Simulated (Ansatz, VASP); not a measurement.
Two plane-wave programs on Rh

File INCAR:

```
  PREC = Accurate
  ENCUT = 520
  EDIFF = 1E-6
  ISMEAR = -1
  SIGMA = 0.1
  LREAL = F
  LASPH = T
  NELM = 150
  ALGO = Normal
  ISIF = 2
  LWAVE = F
  LCHARG = F
  MAGMOM = 0 0 0 0 0 0
  LORBIT = 11
  LSORBIT = T
  GGA_COMPAT = F
  LORBMOM = T
  LMAXMIX = 4
  NBANDS = 42
```

The input KPOINTS:

```
regular mesh
0
Gamma
  13 13 7
```

File POSCAR:

```
Rh
1.0
    2.6696811773      0.0000000000      0.0000000000
   -1.3348405886      2.3120117196      0.0000000000
    0.0000000000      0.0000000000      4.3071561064
Rh
2
Direct
    0.3333333333      0.6666666667      0.2500000000
    0.6666666667      0.3333333333      0.7500000000
```

Input for Ansatz:

```yaml
crystal:
  lattice:
    - [2.6696811773, 0.0, 0.0]
    - [-1.3348405886, 2.3120117196, 0.0]
    - [0.0, 0.0, 4.3071561064]
  atoms:
    - { symbol: Rh, position: [0.3333333333, 0.6666666667, 0.25] }
    - { symbol: Rh, position: [0.6666666667, 0.3333333333, 0.75] }
hamiltonian:
  xc: lda
  pseudopotentials:
    kind: paw_fr
    azcp:
      Rh: "pseudopotentials/Rh.paw.azcp"
basis:
  ecutwfc: 420
  fft_grid_basis: typed
kpoints:
  mp_grid: { grid: [13, 13, 7], shift: [0, 0, 0] }
magnetization:
  noncollinear: true
  spin_orbit: true
scf:
  occupations: { method: fermi_dirac, width: 0.1 }
```

Alike in both runs: task single point; functional LDA; k mesh 13 × 13 × 7; occupations fermi-dirac, width 0.1 eV; non-collinear spin, spin-orbit coupling.

|  | VASP | Ansatz |
| --- | --- | --- |
| version | VASP 6.6.1 | Ansatz 0.2.0 |
| potentials or method | VASP PAW LDA potentials, release 64 (Rh_pv), cutoff 520 eV | plane waves (420 eV) with PAW, fully relativistic with spin-orbit coupling |
| valence electrons in the cell | 30 | 34 |

```tsv
	VASP	Ansatz	Ansatz less VASP
net moment per atom (μB)	0.00	0.00	0.000
```

Ansatz warns that its potentials were made for another functional, while VASP's fit it. LDA's correlation is that of Perdew and Zunger in VASP and of Perdew and Wang (1992) in Ansatz. VASP's potentials hold 30 valence electrons a cell and Ansatz's 34, so a difference there can come from the potentials and not from the codes.
